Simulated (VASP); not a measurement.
# Al16In in VASP: a series of runs, part 2 of 2

VASP 6.6.1.

### Step 5. Single point, PBE

Input file INCAR:

```
SYSTEM = Al16In
PREC = Accurate ; ENCUT = 520
EDIFF = 1E-7 ; ISMEAR = -1
SIGMA = 0.15 ; LREAL = Auto
LASPH = .TRUE. ; NELM = 60
ALGO = Normal ; ISIF = 2
LWAVE = .FALSE. ; LCHARG = .FALSE.
GGA = PE ; NBANDS = 44
```

Input file KPOINTS:

```
Automatic mesh
0
G
  2 3 1
  0 0 0
```

Input file POSCAR:

```
Al16In
1.0
    8.1000000000      0.0000000000      0.0000000000
    0.0000000000      5.7275650000      0.0000000000
    0.0000000000      0.0000000000     15.2956740000
Al In
16 1
Direct
    0.2500000000      0.2500015277      0.0653779624
    0.7500000000      0.2500015277      0.0653779624
    0.2500000000      0.7500045831      0.0653779624
    0.7500000000      0.7500045831      0.0653779624
    0.0168024691      0.1327440195      0.1549065442
    0.4717407407     -0.0599207517      0.1341490411
   -0.0074197531      0.6222015813      0.1804627897
    0.5099135802      0.4607018864      0.0870899837
    0.1720864198     -0.0275858938      0.2766664614
    0.8417407407      0.3351162318      0.2961229430
    0.3509012346      0.5171307528      0.2430818021
    0.8176172840      0.9032285098      0.2538168635
    0.0108765432      0.2972991140      0.4478651938
    0.5926296296      0.0494974741      0.4011984042
   -0.3348271605      0.6094387405      0.4665044509
    0.3439876543      0.3702620573      0.4422492268
    0.1799753086      0.9981554116      0.5427416928
```

Launch:

```
$ cat potpaw_PBE.64/Al/POTCAR potpaw_PBE.64/In_d/POTCAR > POTCAR
$ mpirun -np 1 vasp_std > vasp.out
```

Run time: 2 min. Hardware: 1 thread of Intel Xeon 6975P-C (Granite Rapids), shared host; peak memory 0.68 GiB.

It converged, with:

```yaml
Free_energy: -50.5314 eV
Largest_force: 2.306 eV/Å
Band_gap_on_the_k_mesh: zero (an odd number of electrons rules out a gap without spin polarisation)
```

Forces on the atoms (eV/Å):
```
Al  -0.001 -0.116 -0.526
Al   1.742 -1.492  0.059
Al  -1.733 -0.749 -0.428
Al   0.565  0.760  0.140
Al  -1.203  0.453 -0.773
Al   1.757  0.972  1.132
Al   1.167 -0.887 -0.757
Al  -1.519  1.163  0.593
Al   1.212 -0.464  1.164
Al  -0.133  0.653  0.296
Al  -0.518  0.148  0.465
Al  -1.714 -0.188  0.900
Al  -0.877  0.617 -0.756
Al   0.161  0.258 -0.295
Al   0.050 -0.597 -0.643
Al   0.551  0.273 -0.761
In   0.491 -0.804  0.191
```

Levels at points of the mesh, in eV from the Fermi level:
```tsv
k point	band 28	band 29	band 30	band 31	band 32	band 33	band 34	band 35
(0.00, 0.00, 0.00)	-0.64	-0.54	-0.34	-0.13	0.14	0.27	0.49	0.68
(0.50, 0.00, 0.00)	-0.85	-0.74	-0.23	-0.06	0.16	0.25	0.35	0.61
```

Caveat: the k points lie up to 0.39 Å⁻¹ apart, too coarse for converged energies and pressures of a metal; the atoms stand as in a frame of molecular dynamics; spin-orbit coupling is left out, which moves the levels of the heavy elements.

### Step 6. Single point, PBE

Input file INCAR:

```
SYSTEM = Al16In
ALGO = Normal
EDIFF = 1E-6
ENCUT = 520
GGA = PE
ISIF = 2
ISMEAR = -1
LASPH = .True.
LCHARG = .False.
LREAL = Auto
LWAVE = .False.
NBANDS = 44
NELM = 100
PREC = Accurate
SIGMA = 0.15
```

Input file KPOINTS:

```
k-points
0
Gamma
  2 3 1
  0 0 0
```

Input file POSCAR:

```
Al16In
1.0
    8.1000000000      0.0000000000      0.0000000000
    0.0000000000      5.7275650000      0.0000000000
    0.0000000000      0.0000000000     15.2956740000
Al In
16 1
Direct
    0.2500000000      0.2500015277      0.0653779624
    0.7500000000      0.2500015277      0.0653779624
    0.2500000000      0.7500045831      0.0653779624
    0.7500000000      0.7500045831      0.0653779624
   -0.0267654321      0.1585839707      0.2269530588
    0.5446543210     -0.1982867065      0.2599297030
   -0.0211481481      0.6561601658      0.1937541294
    0.4703827160      0.4744599145      0.0655087183
    0.2107530864     -0.0459532105      0.3036740977
    0.9073703704      0.4668126857      0.3242616180
    0.2877654321      0.4463153190      0.2514436435
    0.8364938272      0.9501245294      0.4003223395
   -0.0303456790      0.3710651909      0.4980297043
    0.4945308642      0.1432895131      0.4677793211
   -0.2900987654      0.5283397046      0.4490877617
    0.3434567901      0.6926154483      0.4332205302
    0.2519876543      1.0476878045      0.5538101819
```

Potentials or basis: VASP PAW PBE potentials, release 64 (Al, In_d).

Launch:

```
$ cat potpaw_PBE.64/Al/POTCAR potpaw_PBE.64/In_d/POTCAR > POTCAR
$ mpirun -np 1 vasp_std > vasp.out
```

OUTCAR:

```text
SYSTEM = Al16In
   EDIFF = 1E-6
   ENCUT = 520
   GGA = PE
   ISIF = 2
   ISMEAR = -1
   LASPH = .True.
   LREAL = Auto
   NELM = 100
   PREC = Accurate

 ion  position               nearest neighbor table
   1  0.250  0.250  0.065-   8 2.20   3 2.86   3 2.86  11 3.08
   2  0.750  0.250  0.065-   8 2.60   4 2.86   4 2.86   5 3.11
   3  0.250  0.750  0.065-   8 2.38   1 2.86   1 2.86   7 2.99  11 3.35
   4  0.750  0.750  0.065-   7 2.75   8 2.76   2 2.86   2 2.86
   5  0.973  0.159  0.227-  10 2.37   9 2.54   7 2.90   7 2.92  11 3.06   2 3.11  12 3.11
   6  0.545  0.802  0.260-  11 2.91   9 2.92  16 3.17  12 3.30
   7  0.979  0.656  0.194-  10 2.34   4 2.75   5 2.90  11 2.91   5 2.92   3 2.99   9 3.04
   8  0.470  0.474  0.066-   1 2.20   3 2.38   2 2.60   4 2.76  11 3.21
   9  0.211  0.954  0.304-   5 2.54  16 2.71   6 2.92  11 3.00   7 3.04  11 3.08
  10  0.907  0.467  0.324-   7 2.34   5 2.37  15 2.52  13 2.76  12 3.06  12 3.23  11 3.28
  11  0.288  0.446  0.251-   7 2.91   6 2.91   9 3.00   5 3.06   1 3.08   9 3.08  16 3.15   8 3.21
                            10 3.28   3 3.35
  12  0.836  0.950  0.400-  15 2.73  13 3.03  10 3.06   5 3.11  14 3.16  10 3.23   6 3.30
  13  0.970  0.371  0.498-  15 2.41  10 2.76  12 3.03  17 3.06
  14  0.495  0.143  0.468-  17 2.43  15 2.83  16 2.91  12 3.16
  15  0.710  0.528  0.449-  13 2.41  10 2.52  12 2.73  14 2.83  16 3.12
[... 210 lines left out ...]
      6      -7.7628      2.00000
[... 169 lines left out ...]
     41       2.9179      0.00000
     42       3.0076      0.00000
 [bands above 42 left out]

------------------------ aborting loop because EDIFF is reached ----------------------------------------

  FORCE on cell =-STRESS in cart. coord.  units (eV):
  Direction    XX          YY          ZZ          XY          YZ          ZX
  --------------------------------------------------------------------------------------
  -------------------------------------------------------------------------------------
  Total       -2.7042892     -8.3909910     -5.2910401     -0.1848642     -1.9072382     -2.9038283
  in kB       -6.1057646    -18.9452427    -11.9461503     -0.4173877     -4.3061767     -6.5562854
  external PRESSURE =     -12.3323858 kB  Pullay stress =       0.0000000 kB

 VOLUME and BASIS-vectors are now :
 -----------------------------------------------------------------------------
  energy-cutoff  :      520.00
  volume of cell :      709.62
      direct lattice vectors                 reciprocal lattice vectors
     8.100000000  0.000000000  0.000000000     0.123456790  0.000000000  0.000000000
     0.000000000  5.727565000  0.000000000     0.000000000  0.174594265  0.000000000
     0.000000000  0.000000000 15.295674000     0.000000000  0.000000000  0.065377962

 POSITION                                       TOTAL-FORCE (eV/Angst)
 -----------------------------------------------------------------------------------
      2.02500      1.43190      1.00000        -3.262122     -2.374302      0.649904
      6.07500      1.43190      1.00000         0.615867     -0.511908      0.490124
      2.02500      4.29570      1.00000        -1.444008      1.269030      0.637521
      6.07500      4.29570      1.00000        -0.060182      0.378728      0.405672
      7.88320      0.90830      3.47140        -0.133751     -1.227061     -1.705126
      4.41170      4.59186      3.97580         0.163510     -0.063383      0.077577
[... 9 lines left out ...]
      2.78200      3.96700      6.62640         0.240122     -0.881646     -0.290411
      2.04110      0.27313      8.47090        -2.279779     -0.199813      0.903344
 -----------------------------------------------------------------------------------
    total drift:                                0.010159      0.004889     -0.020010

  FREE ENERGIE OF THE ION-ELECTRON SYSTEM (eV)
  ---------------------------------------------------
  free  energy   TOTEN  =       -49.3015550168 eV

  energy  without entropy=      -48.6709089406  energy(sigma->0) =      -48.98623198
```

stdout:

```text
POSCAR found type information on POSCAR AlIn
 POSCAR found :  2 types and      17 ions
 scaLAPACK will be used
 LDA part: xc-table for (Slater+PW92), standard interpolation
 POSCAR, INCAR and KPOINTS ok, starting setup
 FFT: planning ... GRIDC
 FFT: planning ... GRID_SOFT
 FFT: planning ... GRID
 WAVECAR not read
 entering main loop
```

Run time: 2.2 min. Hardware: 1 thread of Intel Xeon 6975P-C (Granite Rapids), shared host; peak memory 0.67 GiB.

Results:

```
Free energy            : -49.3016 eV
Largest force          : 4.104 eV/Å
Band gap on the k mesh : zero (an odd number of electrons rules out a gap without spin polarisation)
```

Forces on the atoms (eV/Å):
```
Al  -3.262 -2.374  0.650
Al   0.616 -0.512  0.490
Al  -1.444  1.269  0.638
Al  -0.060  0.379  0.406
Al  -0.134 -1.227 -1.705
Al   0.164 -0.063  0.078
Al   0.674  1.142 -1.793
Al   3.829  1.411  0.433
Al   0.326 -0.154  0.081
Al  -0.146  0.353  2.034
Al  -0.152 -0.082 -0.055
Al   0.146  0.391 -0.473
Al   1.479 -0.696  0.148
Al   2.094  0.720 -1.756
Al  -2.089  0.523  0.213
Al   0.240 -0.882 -0.290
In  -2.280 -0.200  0.903
```

Caveat: the k points lie up to 0.39 Å⁻¹ apart, too coarse for converged energies and pressures of a metal; the atoms stand as in a frame of molecular dynamics; spin-orbit coupling is left out, which moves the levels of the heavy elements.

### Step 7. Summary

```csv
cell,gap on the mesh (eV),largest force (eV/Å)
"as given, atomic positions A",none,1.95
"as given, atomic positions B",none,2.02
"as given, atomic positions C",none,4.14
"as given, atomic positions D",none,2.31
"as given, atomic positions E",none,4.10
```

Alike in all rows: task single point; level PBE; potentials or basis VASP PAW PBE potentials, release 64 (Al, In_d); no spin polarisation; k mesh 2 × 3 × 1; cutoff (eV) 520; smearing fermi-dirac 0.15 eV.

Caveats: all runs use coarse meshes; spin-orbit coupling is left out, which moves the levels of the heavy elements; the atoms stand as in a frame of molecular dynamics (at least some runs).

Absolute energies hang on the potentials; compare differences alone.
